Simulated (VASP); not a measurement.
Wanted: the native input for a VASP 6.6.1 run.

| Quantity | Value |
| --- | --- |
| Task | relaxation of cell and atoms |
| Functional | PBE |
| Potentials or basis | VASP PAW PBE potentials, release 64 (N, Ga_d, P) |
| Cutoff | 600 eV |
| k mesh | 6 × 6 × 2 |
| Occupations | fermi-dirac, width 0.02 eV |
| Spin | no spin polarisation |
| Dipole correction | no |
| Further INCAR settings | ALGO = Normal; EDIFF = 1e-07; IBRION = 2; EDIFFG = -0.005; NSW = 80; ISIF = 3 |

The structure of Ga4P3N lies in POSCAR:

```
Ga4P3N
1.0
    3.5055055957      0.0000000000      0.0000000000
    0.0000000000      3.5055055957      0.0000000000
    0.0000000000      0.0000000000      9.9150671129
N Ga P
1 4 3
Direct
    0.0000000000      0.0000000000      0.0000000000
    0.0000000000      0.5000000000      0.8750000000
    0.5000000000      0.0000000000      0.6250000000
    0.0000000000      0.5000000000      0.3750000000
    0.5000000000      0.0000000000      0.1250000000
    0.5000000000      0.5000000000      0.7500000000
    0.0000000000      0.0000000000      0.5000000000
    0.5000000000      0.5000000000      0.2500000000
```

These files were run (other wordings do the same):

INCAR

```
PREC = Accurate
ENCUT = 600
EDIFF = 1E-7
ISMEAR = -1
SIGMA = 0.02
LREAL = False
LASPH = True
NELM = 80
ALGO = Normal
ISIF = 3
LWAVE = False
LCHARG = False
GGA = PE
IBRION = 2
NSW = 80
EDIFFG = -0.005
```

KPOINTS

```
regular mesh
0
Gamma
  6 6 2
```

Potentials or basis: VASP PAW PBE potentials, release 64 (N, Ga_d, P).

Command:

```bash
$ cat potpaw_PBE.64/N/POTCAR potpaw_PBE.64/Ga_d/POTCAR potpaw_PBE.64/P/POTCAR > POTCAR
$ mpirun -np 1 vasp_std > vasp.out
```

Results of the run:

```json
{
  "Relaxed volume": "18.29 Å³/atom",
  "Relaxed cell": "a = 3.744 Å, b = 3.744 Å, c = 10.439 Å, α = 90.00°, β = 90.00°, γ = 90.00°",
  "Space group after relaxing (to 0.1 Å)": "P-4m2 (No. 115)",
  "Energy gained by relaxing": "406.0 meV/atom",
  "Ionic steps": "18",
  "Pressure after relaxing": "0.0 GPa",
  "Largest force after relaxing": "0.004 eV/Å",
  "Band gap on the k mesh": "0.51 eV"
}
```

Caveat: the volume moved by over 15 % at a fixed basis, so the end points are rough.

Run time: 14 min on 1 thread of Intel(R) Xeon(R) 6975P-C (Granite Rapids) (shared host), peak memory 0.34 GiB.
